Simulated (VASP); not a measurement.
C: single point with r2SCAN

System: C, a slab with vacuum.

```
C
1.0
     2.51745    0.00000    0.00000
     0.00000    2.51745    0.00000
     0.00000    0.00000   20.45030
C
6
Direct
  0.75000 0.00000 0.39499
  0.25000 0.00000 0.43299
  0.25000 0.50000 0.47903
  0.75000 0.50000 0.52097
  0.75000 0.00000 0.56701
  0.25000 0.00000 0.60501
```

```
Program                : VASP 6.6.1
Task                   : single point
Functional             : r2SCAN
Potentials or basis    : VASP PAW PBE potentials, release 64 (C)
Cutoff                 : 520 eV
k mesh                 : 10 × 10 × 1
Occupations            : fermi-dirac, width 0.02 eV
Spin                   : no spin polarisation
Dipole correction      : no
Further INCAR settings : ALGO = Normal; EDIFF = 1e-06; NBANDS = 21
```

```json
{"Largest force": "0.067 eV/Å", "Band gap on the k mesh": "zero (bands 12 and 13 overlap by 0.86 eV)"}
```

Forces on the atoms (eV/Å):
```
C    0.000  0.000 -0.067
C    0.000  0.000  0.010
C    0.000  0.000 -0.003
C    0.000  0.000  0.003
C    0.000  0.000 -0.010
C    0.000  0.000  0.067
```

Levels at points of the mesh, in eV from the Fermi level:
```tsv
k point	band 8	band 9	band 10	band 11	band 12	band 13	band 14	band 15	band 16	band 17
(0.00, 0.00, 0.00)	-4.82	-3.24	-2.22	-0.89	0.41	2.54	4.71	4.96	5.34	6.31
(0.50, 0.00, 0.00)	-5.84	-2.97	-2.97	-1.47	-1.47	4.32	4.32	8.61	8.61	9.04
(0.00, 0.50, 0.00)	-3.96	-3.86	-3.85	-1.60	-0.08	0.32	1.09	8.15	9.26	9.63
(0.50, 0.50, 0.00)	-8.10	-7.38	-7.38	-1.92	-1.92	-0.29	-0.29	7.59	7.59	7.79
```

Wall time 7.6 min on 1 thread of Intel(R) Xeon(R) Platinum 8259CL CPU @ 2.50GHz (Skylake/Cascade Lake) (shared host), peak memory 0.27 GiB.

Caveat: the PAW data sets were made with another functional, which shifts forces and pressure a little.
